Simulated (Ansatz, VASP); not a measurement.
**One calculation of ZnSe, two programs**

```
CELL_PARAMETERS angstrom
0.00000 2.75910 2.75910
2.75910 0.00000 2.75910
2.75910 2.75910 0.00000
ATOMIC_POSITIONS crystal
Zn 0.00000 0.00000 0.00000
Se 0.25000 0.25000 0.25000
```

Alike in both runs: task single point; functional PBEsol; k mesh 8 × 8 × 8; occupations gaussian, width 0.02 eV; no spin polarisation.

|  | VASP | Ansatz |
| --- | --- | --- |
| version | VASP 6.6.1 | Ansatz 0.2.0 |
| potentials or method | VASP PAW PBE potentials, release 64 (Zn, Se), cutoff 520 eV | scalar-relativistic, plane waves, PAW |
| valence electrons in the cell | 18 | 28 |

VASP gave:

* gap on the k mesh at the Fermi level (eV): 1.50
* least direct gap on the mesh (eV): 1.50
* pressure (GPa): 5.0

**Question.** What did Ansatz give for the same quantities?

**Answer.** gap on the k mesh at the Fermi level (eV): 1.49; least direct gap on the mesh (eV): 1.49; pressure (GPa): 4.7.

VASP's potentials were made for PBE, not for PBEsol. VASP's potentials hold 18 valence electrons a cell and Ansatz's 28, so a difference there can come from the potentials and not from the codes.
